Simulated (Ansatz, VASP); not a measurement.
# One calculation of C, two programs

Contents of POSCAR:

```
C
1.0
    0.0000000000      2.0013545281      4.0220975140
    1.1555180939      0.0000000000      4.0220975140
    1.1555180939      2.0013545281      0.0000000000
C
2
Direct
    0.1667039277      0.8332960723      0.1667039277
    0.8332960723      0.1667039277      0.8332960723
```

INCAR.step1

```
ALGO = Normal
EDIFF = 1E-4
ENCUT = 520
GGA = PE
ISMEAR = 0
LASPH = True
LCHARG = False
LREAL = False
LWAVE = True
NBANDS = 11
NELM = 100
PREC = Accurate
SIGMA = 0.05
```

The input INCAR.step2:

```
ALGO = Normal
EDIFF = 1E-7
ENCUT = 520
ISIF = 2
ISMEAR = 0
ISTART = 1
LASPH = True
LCHARG = True
LELF = True
LMIXTAU = True
LREAL = False
LVHAR = True
LWAVE = False
METAGGA = R2SCAN
NBANDS = 11
NELM = 100
PREC = Accurate
SIGMA = 0.05
```

File KPOINTS:

```
k-points
0
Gamma
  14 14 14
```

Input for Ansatz:

```yaml
crystal:
  lattice:
    - [0.0, 2.0013545281, 4.022097514]
    - [1.1555180939, 0.0, 4.022097514]
    - [1.1555180939, 2.0013545281, 0.0]
  atoms:
    - { symbol: C, position: [0.1667039277, 0.8332960723, 0.1667039277] }
    - { symbol: C, position: [0.8332960723, 0.1667039277, 0.8332960723] }
basis:
  ecutwfc: 500
kpoints:
  mp_grid: { grid: [14, 14, 14] }
hamiltonian:
  xc: r2scan
scf:
  occupations: { method: gaussian, width: 0.05 }
output:
  forces: true
  stress: true
  eigenvalues: true
```

Alike in both runs: task single point; functional r2SCAN; k mesh 14 × 14 × 14; occupations gaussian, width 0.05 eV; no spin polarisation.

|  | VASP | Ansatz |
| --- | --- | --- |
| version | VASP 6.6.1 | Ansatz 0.2.0 |
| potentials or method | VASP PAW PBE potentials, release 64 (C), cutoff 520 eV | scalar-relativistic, plane waves, PAW |
| valence electrons in the cell | 8 | 8 |

```csv
,VASP,Ansatz,Ansatz less VASP
gap on the k mesh at the Fermi level (eV),1.24,1.24,-0.001
least direct gap on the mesh (eV),1.32,1.32,-0.001
rms of the force components (eV/Å),0.013,0.013,0.0000
```

VASP's potentials were made for PBE, not for r2SCAN. Atom by atom the forces differ by 0.000 eV/Å (rms over components).
